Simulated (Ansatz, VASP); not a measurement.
Two plane-wave programs on SnO2

INCAR

```
ALGO     = Normal         # electronic algorithm
EDIFF    = 1E-6           # SCF threshold, eV
ENCUT    = 520            # plane-wave cutoff, eV
GGA      = PE             # functional
ISIF     = 2              # what is computed and relaxed
ISMEAR   = 0              # smearing method
LASPH    = T              # aspherical terms in the spheres
LCHARG   = F              # write CHGCAR
LREAL    = F              # projectors in reciprocal space
LWAVE    = F              # write WAVECAR
NBANDS   = 35             # bands
NELM     = 80             # most SCF steps
PREC     = Accurate       # precision mode
SIGMA    = 0.05           # smearing width, eV
```

File KPOINTS:

```
k-points
0
Gamma
  6 6 8
```

File POSCAR:

```
SnO2
1.0
    4.8277049966      0.0000000000      0.0000000000
    0.0000000000      4.8277049966      0.0000000000
    0.0000000000      0.0000000000      3.2379909407
Sn O
2 4
Direct
    0.0000000000      0.0000000000     -0.0231625108
    0.5000000000      0.5000000000      0.5000000000
    0.3066050867      0.3066050867      0.0000000000
    0.1933949133      0.8066050867      0.5000000000
    0.6933949133      0.6933949133      0.0000000000
    0.8066050867      0.1933949133      0.5000000000
```

Input for Ansatz:

```yaml
crystal:
  lattice:
    - [4.8277049966, 0.0, 0.0]
    - [0.0, 4.8277049966, 0.0]
    - [0.0, 0.0, 3.2379909407]
  atoms:
    - { symbol: Sn, position: [0.0, 0.0, -0.0231625108] }
    - { symbol: Sn, position: [0.5, 0.5, 0.5] }
    - { symbol: O, position: [0.3066050867, 0.3066050867, 0.0] }
    - { symbol: O, position: [0.1933949133, 0.8066050867, 0.5] }
    - { symbol: O, position: [0.6933949133, 0.6933949133, 0.0] }
    - { symbol: O, position: [0.8066050867, 0.1933949133, 0.5] }
basis:
  ecutwfc: 420
kpoints:
  mp_grid: { grid: [6, 6, 8] }
hamiltonian:
  xc: pbe
scf:
  occupations: { method: gaussian, width: 0.05 }
output:
  forces: true
  stress: true
  eigenvalues: true
```

Alike in both runs: task single point; functional PBE; k mesh 6 × 6 × 8; occupations gaussian, width 0.05 eV; no spin polarisation.

|  | VASP | Ansatz |
| --- | --- | --- |
| version | VASP 6.6.1 | Ansatz 0.2.0 |
| potentials or method | VASP PAW PBE potentials, release 64 (Sn_d, O), cutoff 520 eV | scalar-relativistic, plane waves, PAW |
| valence electrons in the cell | 52 | 52 |

VASP gave:

* gap on the k mesh at the Fermi level (eV): 0.67
* least direct gap on the mesh (eV): 0.67
* pressure (GPa): 1.0
* traceless stress, the component that is largest in VASP (GPa): 0.40
* rms of the force components (eV/Å): 0.383

Q: Estimate Ansatz's values.

A: gap on the k mesh at the Fermi level (eV): 0.68; least direct gap on the mesh (eV): 0.68; pressure (GPa): 0.4; traceless stress, the component that is largest in VASP (GPa): 0.21; rms of the force components (eV/Å): 0.372.

Atom by atom the forces differ by 0.013 eV/Å (rms over components). With one functional, cell and mesh, what is left measures potentials, basis and numerics.
